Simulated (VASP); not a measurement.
Set up this calculation in VASP 6.6.1, as the native input.

| Item | Value |
| --- | --- |
| Task | single point |
| Functional | PBE |
| Potentials or basis | VASP PAW PBE potentials, release 64 (In_d, P) |
| Cutoff | 520 eV |
| k mesh | 14 × 14 × 14 |
| Occupations | gaussian, width 0.15 eV |
| Spin | no spin polarisation |
| Dipole correction | no |
| Further INCAR settings | ALGO = Normal; EDIFF = 1e-06; NBANDS = 16 |

The structure of InP lies in POSCAR:

```
InP
1.0
    0.0000000000      2.7701982124      2.7701982124
    2.8347438307      0.0000000000      2.7701982124
    2.8347438307      2.7701982124      0.0000000000
In P
1 1
Direct
    0.0000000000      0.0000000000      0.0000000000
    0.5000000000      0.5000000000      0.5000000000
```

This cell differs from its parent crystal: mode 4 frozen in at +0.000 Å, normal strain along x +0.0233.

These files were run (other wordings do the same):

INCAR

```
ALGO = Normal
EDIFF = 1E-6
ENCUT = 520
GGA = PE
ISIF = 2
ISMEAR = 0
LASPH = T
LCHARG = T
LELF = T
LREAL = F
LVHAR = T
LWAVE = F
NBANDS = 16
NELM = 60
PREC = Accurate
SIGMA = 0.15
```

KPOINTS

```
k-points
0
Gamma
  14 14 14
```

Potentials or basis: VASP PAW PBE potentials, release 64 (In_d, P).

Launch:

```console
$ cat potpaw_PBE.64/In_d/POTCAR potpaw_PBE.64/P/POTCAR > POTCAR
$ mpirun -np 1 vasp_std > vasp.out
```

It gave:

* Pressure: -1.6 GPa
* Band gap on the k mesh: zero (band 9 reaches 7.06 eV, above the bottom of band 10 at 4.55 eV)

Caveat: the cell differs from its parent crystal (mode 4 frozen in at +0.000 Å, normal strain along x +0.0233); spin-orbit coupling is left out, which moves the levels of the heavy elements.

It took 92 s on 1 thread of Intel(R) Xeon(R) 6975P-C (Granite Rapids), on a shared host, peak memory 0.29 GiB.
